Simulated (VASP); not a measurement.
Crystal: InSb (zincblende type).

```
In Sb
1.0
     0.00000    2.97416    2.97416
     2.97416    0.00000    2.97416
     2.97416    2.97416    0.00000
In Sb
1 1
Direct
  0.00000 0.00000 0.00000
  0.25000 0.25000 0.25000
```

Base run:

- Program: VASP 6.6.1
- Functional: RPBE
- Potentials or basis: VASP PAW PBE potentials, release 64 (In_d, Sb)
- Cutoff: 520 eV
- k mesh: 14 × 14 × 14
- Occupations: fermi-dirac, width 0.1 eV
- Spin: no spin polarisation

Its results: band gap on the k mesh 0.79 eV, indirect (least direct gap 1.45 eV); pressure 28.6 GPa.

Problem. The run is repeated on the same cell with these changes: functional from RPBE to PBE; k mesh from 14 × 14 × 14 to 11 × 11 × 11. What comes out?

Solution. Band gap on the k mesh 0.73 eV, indirect (least direct gap 1.35 eV); pressure 26.4 GPa.

Several settings changed at once, so the effect can't be laid on one alone.

Caveats: spin-orbit coupling is left out, which moves the levels of the heavy elements; the PAW data sets were made with another functional, which shifts forces and pressure a little (some runs).

A k mesh can miss the band edges.
